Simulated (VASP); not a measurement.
Set up this calculation in VASP 6.6.1, as the native input.

| Quantity | Value |
| --- | --- |
| Task | single point |
| Functional | PBE |
| Potentials or basis | VASP PAW PBE potentials, release 64 (Ni_sv_GW, O) |
| Cutoff | 700 eV |
| k mesh | 10 × 10 × 10 |
| Occupations | gaussian, width 0.05 eV |
| Spin | collinear spin, ferromagnetic start |
| Starting moments | [1.91, 0.21] μB |
| Hubbard terms | Ni d U = 6.2 eV |
| Dipole correction | no |
| Further INCAR settings | ALGO = Normal; EDIFF = 1e-06; NBANDS = 23 |

The structure of NiO lies in POSCAR:

```
NiO
1.0
    0.0000000000      2.1337896542      2.1337896542
    2.1337896542      0.0000000000      2.1337896542
    2.1337896542      2.1337896542      0.0000000000
Ni O
1 1
Direct
    0.0000000000      0.0000000000      0.0000000000
    0.5000000000      0.5000000000      0.5000000000
```

The input as run:

INCAR

```
  ALGO = Normal
  EDIFF = 1E-6
  ENCUT = 700
  GGA = PE
  GGA_COMPAT = F
  ISIF = 2
  ISMEAR = 0
  ISPIN = 2
  LASPH = T
  LCHARG = F
  LDAU = T
  LDAUJ = 0 0
  LDAUL = 2 -1
  LDAUPRINT = 1
  LDAUTYPE = 2
  LDAUU = 6.2 0
  LMAXMIX = 4
  LORBIT = 11
  LREAL = F
  LWAVE = F
  MAGMOM = 1.91 0.21
  NBANDS = 23
  NELM = 200
  PREC = Accurate
  SIGMA = 0.05
```

KPOINTS

```
k-points
0
Gamma
  10 10 10
```

Potentials or basis: VASP PAW PBE potentials, release 64 (Ni_sv_GW, O).

Launch:

```console
$ cat potpaw_PBE.64/Ni_sv_GW/POTCAR potpaw_PBE.64/O/POTCAR > POTCAR
$ mpirun -np 1 vasp_std > vasp.out
```

It gave:

```yaml
Pressure: -2.2 GPa
Band_gap_on_the_k_mesh: 2.00 eV (least direct gap 3.17 eV)
Net_moment: 2.00 μB per cell
Site_moments: Ni +1.80; O +0.16 μB
Valence_electrons_inside_the_program's_atomic_spheres: Ni 16.07; O 5.01
```

Caveat: a cell with one magnetic atom can't hold antiferromagnetic order, which such compounds often take.

Run time: 45 s on 1 thread of AMD EPYC 9R45 (Zen 5), on a shared host, peak memory 0.19 GiB.
